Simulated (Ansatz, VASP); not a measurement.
# Two plane-wave programs on Si

File INCAR:

```
SYSTEM = Si
PREC = Accurate
ENCUT = 500
EDIFF = 1E-6
ISMEAR = 1
SIGMA = 0.5
LREAL = .False.
LASPH = .True.
NELM = 120
ALGO = Normal
ISIF = 2
LWAVE = .False.
LCHARG = .False.
GGA = PE
NBANDS = 11
GGA_COMPAT = .False.
```

Contents of KPOINTS:

```
Automatic mesh
0
Gamma
  6 6 6
  0 0 0
```

The input POSCAR:

```
Si
1.0
    0.0000000000      2.7221188962      2.7221188962
    2.7221188962      0.0000000000      2.7221188962
    2.7221188962      2.7221188962      0.0000000000
Si
2
Direct
    0.0000000000      0.0000000000      0.0000000000
    0.2500000000      0.2500000000      0.2500000000
```

Input for Ansatz:

```yaml
crystal:
  lattice:
    - [0.0, 2.7221188962, 2.7221188962]
    - [2.7221188962, 0.0, 2.7221188962]
    - [2.7221188962, 2.7221188962, 0.0]
  atoms:
    - { symbol: Si, position: [0.0, 0.0, 0.0] }
    - { symbol: Si, position: [0.25, 0.25, 0.25] }
kpoints:
  mp_grid: { grid: [6, 6, 6] }
hamiltonian:
  xc: pbe
scf:
  occupations: { method: cold, width: 0.5 }
  n_extra_bands: 4
output:
  forces: true
  stress: true
  eigenvalues: true
```

Alike in both runs: task single point; functional PBE; k mesh 6 × 6 × 6; no spin polarisation.

|  | VASP | Ansatz |
| --- | --- | --- |
| version | VASP 6.6.1 | Ansatz 0.2.0 |
| potentials or method | VASP PAW PBE potentials, release 64 (Si) | plane waves |
| plane-wave cutoff (eV) | 500 | 420 |
| occupations | methfessel-paxton of order 1, width 0.5 eV | cold, width 0.5 eV |
| valence electrons in the cell | 8 | 8 |

```tsv
	VASP	Ansatz	Ansatz less VASP
pressure (GPa)	1.3	1.3	+0.02
```
